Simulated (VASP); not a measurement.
## TaN: single point with PBEsol

The system is TaN.

```xyz
4
Lattice="3.0295 0.0000 0.0000 -1.5148 2.6237 0.0000 0.0000 0.0000 4.9068" Properties=species:S:1:pos:R:3 pbc="T T T"
Ta    0.0000    1.7491    0.0000
Ta    1.5148    0.8746    2.4534
N     0.0000    1.7491    1.8891
N     1.5148    0.8746    4.3426
```

This cell differs from its parent crystal: volume scaled by 0.98.

- Program: VASP 6.6.1
- Task: single point
- Functional: PBEsol
- Potentials or basis: VASP PAW PBE potentials, release 64 (Ta_pv, N)
- Cutoff: 520 eV
- k mesh: 9 × 9 × 5
- Occupations: fermi-dirac, width 0.01 eV
- Spin: no spin polarisation

The pressure is 144.6 GPa, the largest force is 2.361 eV/Å and the band gap on the k mesh is zero (band 16 reaches 10.37 eV, above the bottom of band 17 at 8.12 eV).

Forces in eV/Å, atoms in the order of the input:
```
Ta   0.000  0.000  2.361
Ta   0.000  0.000  2.361
N    0.000  0.000 -2.361
N    0.000  0.000 -2.361
```

Stress tensor (GPa, compression positive):
```
153.79   0.00   0.00
  0.00 153.79   0.00
  0.00   0.00 126.35
```

Levels at points of the mesh, in eV from the Fermi level:
| k point | band 12 | band 13 | band 14 | band 15 | band 16 | band 17 | band 18 | band 19 | band 20 | band 21 |
| --- | --- | --- | --- | --- | --- | --- | --- | --- | --- | --- |
| (0.00, 0.00, 0.00) | -7.98 | -7.98 | -7.55 | -0.89 | -0.89 | -0.27 | 2.22 | 2.72 | 2.72 | 4.59 |

Run time: 16 s on 1 thread of AMD EPYC 7R13, with other jobs on the host, peak memory 0.17 GiB.

Caveat: the PAW data sets were made with another functional, which shifts forces and pressure a little; spin-orbit coupling is left out, which moves the levels of the heavy elements.
